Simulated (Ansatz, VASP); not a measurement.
W: VASP beside Ansatz

```
CELL_PARAMETERS angstrom
-1.84395 1.84395 1.19857
1.84395 -1.84395 1.19857
1.84395 1.84395 -1.19857
ATOMIC_POSITIONS crystal
W 0.00000 0.00000 0.00000
```

Alike in both runs: task single point; functional r2SCAN; k mesh 24 × 24 × 24; occupations gaussian, width 0.15 eV; no spin polarisation.

```csv
,VASP,Ansatz
version,VASP 6.6.1,Ansatz 0.2.0
potentials or method,"VASP PAW PBE potentials, release 64 (W_sv), cutoff 520 eV","scalar-relativistic, plane waves, PAW"
valence electrons in the cell,14,14
```

Ansatz gave:

| Item | Value |
| --- | --- |
| gap on the k mesh at the Fermi level (eV) | none |
| pressure (GPa) | 20.9 |
| traceless stress, the component that is largest in VASP (GPa) | 59.62 |

Q: Estimate VASP's values.

A: gap on the k mesh at the Fermi level (eV): none; pressure (GPa): 22.8; traceless stress, the component that is largest in VASP (GPa): 61.32.

VASP's potentials were made for PBE, not for r2SCAN. A gap of «none» marks a metal or a gap that the smearing closes.

Neither program's run includes spin-orbit coupling.
